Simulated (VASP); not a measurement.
Set up this calculation in VASP 6.6.1, as the native input.

```yaml
Task: single point
Functional: PBEsol
Potentials_or_basis: VASP PAW PBE potentials, release 64 (Zn, Se)
Cutoff: 520 eV
k_mesh: 6 × 6 × 6
Occupations: gaussian, width 0.05 eV
Spin: no spin polarisation
Dipole_correction: no
Further_INCAR_settings: ALGO = Normal; EDIFF = 1e-06; NBANDS = 46
```

The structure of ZnSe lies in POSCAR:

```
ZnSe
1.0
    5.6332005119      0.0000000000      0.0000000000
    0.0000000000     -5.6332005119      0.0000000000
    0.0000000000      0.0000000000     -5.6332005119
Zn Se
4 4
Direct
    0.0000000000      0.0000000000      0.0000000000
    0.5000000000      0.5000000000      0.0000000000
    0.5000000000      0.0000000000      0.5000000000
    0.0000000000      0.5000000000      0.5000000000
    0.7500000000      0.7500000000      0.7500000000
    0.2500000000      0.2500000000      0.7500000000
    0.2500000000      0.7500000000      0.2500000000
    0.7500000000      0.2500000000      0.2500000000
```

One way to write it, as run:

INCAR

```
SYSTEM = ZnSe
PREC = Accurate
ENCUT = 520
EDIFF = 1E-6
ISMEAR = 0
SIGMA = 0.05
LREAL = .False.
LASPH = .True.
NELM = 80
ALGO = Normal
ISIF = 2
LWAVE = .False.
LCHARG = .False.
GGA = PS
NBANDS = 46
```

KPOINTS

```
Automatic mesh
0
Gamma
  6 6 6
  0 0 0
```

Potentials or basis: VASP PAW PBE potentials, release 64 (Zn, Se).

Command:

```console
$ cat potpaw_PBE.64/Zn/POTCAR potpaw_PBE.64/Se/POTCAR > POTCAR
$ mpirun -np 1 vasp_std > vasp.out
```

Results of the run:

* Pressure: 0.3 GPa
* Band gap on the k mesh: 1.24 eV

Caveat: the PAW data sets were made with another functional, which shifts forces and pressure a little.

It took 5.8 min on 1 thread of AMD EPYC 7R13, on a shared host, peak memory 0.3 GiB.
